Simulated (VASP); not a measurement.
# C (R-3m) in VASP: further runs, part 2 of 2

VASP 6.6.1. The steps go on from the part before.

### Step 3. Single point, PBE

The input, INCAR:

```
SYSTEM = C
PREC = Accurate
ENCUT = 520
EDIFF = 1E-6
ISMEAR = -1
SIGMA = 0.003
LREAL = .FALSE.
LASPH = .TRUE.
NELM = 60
ALGO = Normal
ISIF = 2
LWAVE = .FALSE.
LCHARG = .TRUE.
GGA = PE
LELF = .TRUE.
LVHAR = .TRUE.
NBANDS = 11
```

The input, KPOINTS:

```
regular mesh
0
G
  11 11 11
  0 0 0
```

The input, POSCAR:

```
C
1.0
    1.2280263500      0.7090013400      3.3470108400
   -1.2280263500      0.7090013400      3.3470108400
    0.0000000000     -1.4180026800      3.3470108400
C
2
Direct
    0.1640000000      0.1640000000      0.1640000000
    0.8360000000      0.8360000000      0.8360000000
```

Potentials or basis: VASP PAW PBE potentials, release 64 (C).

Launch:

```
> cat potpaw_PBE.64/C/POTCAR > POTCAR
> mpirun -np 1 vasp_std > vasp.out
```

OUTCAR:

```text
SYSTEM = C
   PREC = Accurate
   ENCUT = 520
   EDIFF = 1E-6
   ISMEAR = -1
   LREAL = .FALSE.
   LASPH = .TRUE.
   NELM = 60
   ISIF = 2
   GGA = PE

 ion  position               nearest neighbor table
   1  0.164  0.164  0.164-   2 1.42   2 1.42   2 1.42
   2  0.836  0.836  0.836-   1 1.42   1 1.42   1 1.42

  LATTYP: Found a trigonal (rhomboedric) cell.
 ALAT       =     3.6349983741
 COS(alpha) =     0.7717362619

  Lattice vectors:

 A1 = (   1.2280263500,   0.7090013400,   3.3470108400)
 A2 = (  -1.2280263500,   0.7090013400,   3.3470108400)
 A3 = (   0.0000000000,  -1.4180026800,   3.3470108400)

Analysis of symmetry for initial positions (statically):
=====================================================================
 Subroutine PRICEL returns:
 Original cell was already a primitive cell.

 Routine SETGRP: Setting up the symmetry group for a
 trigonal (rhombohedral) supercell.

 Subroutine GETGRP returns: Found 12 space group operations
 (whereof 12 operations were pure point group operations)
 out of a pool of 12 trial point group operations.

The static configuration has the point symmetry D_3d.

Analysis of symmetry for dynamics (positions and initial velocities):
[... 163 lines left out ...]
 Fermi energy:         4.4292877617

 k-point     1 :       0.0000    0.0000    0.0000
  band No.  band energies     occupation
      1     -14.9706      2.00000
      2      -1.8334      2.00000
      3       1.7961      2.00000
      4       1.7961      2.00000
      5       8.9556      0.00000
      6      13.2017      0.00000
      7      13.2017      0.00000
      8      16.2964      0.00000
      9      17.6563      0.00000
     10      27.6328      0.00000
     11      30.6941      0.00000
[... 309 lines left out ...]
 k-point    24 :      -0.1818    0.1818    0.0000
  band No.  band energies     occupation
      1     -12.6196      2.00000
      2      -3.4898      2.00000
      3      -2.0941      2.00000
      4       0.7668      2.00000
      5      10.0595      0.00000
      6      12.0882      0.00000
      7      15.4356      0.00000
      8      16.8140      0.00000
      9      20.1506      0.00000
     10      23.9385      0.00000
     11      28.1806      0.00000

 [... further k-points ...]
[... 5 lines left out ...]
  --------------------------------------------------------------------------------------
  -------------------------------------------------------------------------------------
  Total        0.6178275      0.6178275      0.3286706      0.0000000      0.0000000      0.0000000
  in kB       56.6128105     56.6128099     30.1167675      0.0000000      0.0000000      0.0000000
  external PRESSURE =      47.7807960 kB  Pullay stress =       0.0000000 kB

 VOLUME and BASIS-vectors are now :
 -----------------------------------------------------------------------------
  energy-cutoff  :      520.00
  volume of cell :       17.48
      direct lattice vectors                 reciprocal lattice vectors
     1.228026350  0.709001340  3.347010840     0.407157387  0.235072428  0.099591352
    -1.228026350  0.709001340  3.347010840    -0.407157387  0.235072428  0.099591352
     0.000000000 -1.418002680  3.347010840     0.000000000 -0.470144857  0.099591352

 POSITION                                       TOTAL-FORCE (eV/Angst)
 -----------------------------------------------------------------------------------
      0.00000      0.00000      1.64673         0.000000      0.000000      0.870337
      0.00000      0.00000      8.39430         0.000000     -0.000000     -0.870337
 -----------------------------------------------------------------------------------
    total drift:                                0.000000     -0.000000      0.000000

  FREE ENERGIE OF THE ION-ELECTRON SYSTEM (eV)
  ---------------------------------------------------
  free  energy   TOTEN  =       -18.3966549789 eV

  energy  without entropy=      -18.3966549789  energy(sigma->0) =      -18.39665498
```

OSZICAR:

```text
N       E                     dE             d eps       ncg     rms          rms(c)
DAV:   1     0.656594066092E+01    0.65659E+01   -0.45173E+03  3319   0.663E+02
DAV:   2    -0.190222598558E+02   -0.25588E+02   -0.24433E+02  4305   0.132E+02
DAV:   3    -0.196097695829E+02   -0.58751E+00   -0.58628E+00  4082   0.168E+01
DAV:   4    -0.196118101199E+02   -0.20405E-02   -0.20404E-02  3739   0.121E+00
DAV:   5    -0.196118177405E+02   -0.76206E-05   -0.76206E-05  4081   0.666E-02    0.639E+00
DAV:   6    -0.186859042880E+02    0.92591E+00   -0.78566E-01  3736   0.515E+00    0.373E+00
DAV:   7    -0.183930249305E+02    0.29288E+00   -0.88610E-01  3864   0.551E+00    0.105E+00
DAV:   8    -0.183967331220E+02   -0.37082E-02   -0.20970E-02  3571   0.910E-01    0.114E-01
DAV:   9    -0.183965784652E+02    0.15466E-03   -0.51769E-04  3895   0.147E-01    0.537E-02
DAV:  10    -0.183966549687E+02   -0.76503E-04   -0.12721E-04  3664   0.783E-02    0.263E-02
DAV:  11    -0.183966549789E+02   -0.10215E-07   -0.63230E-06  3907   0.144E-02
   1 F= -.18396655E+02 E0= -.18396655E+02  d E =-.374970E-13
```

It took 20 s on 1 thread of Intel Xeon 6975P-C (Granite Rapids), shared host; peak memory 0.16 GiB.

What came out:

```yaml
Free_energy: -18.3967 eV
Pressure: 4.8 GPa
Largest_force: 0.870 eV/Å
Band_gap_on_the_k_mesh: 0.96 eV, direct
```

Forces on the atoms (eV/Å):
```
C    0.000  0.000  0.870
C    0.000  0.000 -0.870
```

A k mesh can miss the band edges. PBE gaps usually lie below the measured ones, often by a third to a half.

### Step 4. Single point, PBE

The input, INCAR:

```
SYSTEM = C
ALGO     = Normal         ! electronic algorithm
EDIFF    = 1E-6           ! SCF threshold, eV
ENCUT    = 520            ! plane-wave cutoff, eV
GGA      = PE             ! functional
ISIF     = 2              ! what is computed and relaxed
ISMEAR   = 0              ! smearing method
LASPH    = .True.         ! aspherical terms in the spheres
LCHARG   = .False.        ! write CHGCAR
LREAL    = .False.        ! projectors in reciprocal space
LWAVE    = .False.        ! write WAVECAR
NBANDS   = 11             ! bands
NELM     = 60             ! most SCF steps
PREC     = Accurate       ! precision mode
SIGMA    = 0.01           ! smearing width, eV
```

The input, KPOINTS:

```
k-points
0
Gamma
  11 11 11
  0 0 0
```

POSCAR is that of step 3.

Launch:

```
> cat potpaw_PBE.64/C/POTCAR > POTCAR
> mpirun -np 1 vasp_std > vasp.out
```

Run time: 17 s. Hardware: 1 thread of Intel Xeon 6975P-C (Granite Rapids), shared host; peak memory 0.15 GiB.

The run converged. Its results:

| Property | Result |
| --- | --- |
| Free energy | -18.3967 eV |
| Pressure | 4.8 GPa |
| Largest force | 0.870 eV/Å |
| Band gap on the k mesh | 0.96 eV, direct |

Forces on the atoms (eV/Å):
```
C    0.000  0.000  0.870
C    0.000  0.000 -0.870
```

Stress tensor (GPa, compression positive):
```
5.66 0.00 0.00
0.00 5.66 0.00
0.00 0.00 3.01
```

Levels at points of the mesh, in eV from the valence-band top:
```csv
k point,band 1,band 2,band 3,band 4,band 5,band 6,band 7,band 8,band 9
"(0.00, 0.00, 0.00)",-19.33,-6.19,-2.56,-2.56,4.60,8.85,8.85,11.94,13.30
```

A k mesh can miss the band edges. PBE gaps usually lie below the measured ones, often by a third to a half.

### Step 5. Summary

```csv
smearing,gap on the mesh (eV),pressure (GPa),largest force (eV/Å)
fermi-dirac 0.3 eV,0.96,4.9,0.86
fermi-dirac 0.003 eV,0.96,4.8,0.87
gaussian 0.01 eV,0.96,4.8,0.87
```

Alike in all rows: task single point; level PBE; potentials or basis VASP PAW PBE potentials, release 64 (C); no spin polarisation; cell as given; k mesh 11 × 11 × 11; cutoff (eV) 520.

On the cell as given the gap runs from 0.96 eV (PBE) to 0.96 eV (PBE).

Absolute energies hang on the potentials; compare differences alone.
